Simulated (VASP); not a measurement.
Crystal: Rh.

```
Rh
1.0
     0.00000    1.91606    1.91606
     1.91606    0.00000    1.91606
     1.91606    1.91606    0.00000
Rh
1
Direct
  0.00000 0.00000 0.00000
```

Base run:

```yaml
Program: VASP 6.6.1
Functional: PBE
Potentials_or_basis: VASP PAW PBE potentials, release 64 (Rh_pv)
Cutoff: 520 eV
k_mesh: 14 × 14 × 14
Occupations: fermi-dirac, width 1 eV
Spin: no spin polarisation
```

Its results: pressure 25.1 GPa.

Problem. The run is repeated on the same cell with these changes: occupations from fermi-dirac, width 1 eV to methfessel-paxton, width 0.6 eV. What comes out?

Solution. Pressure -0.2 GPa.
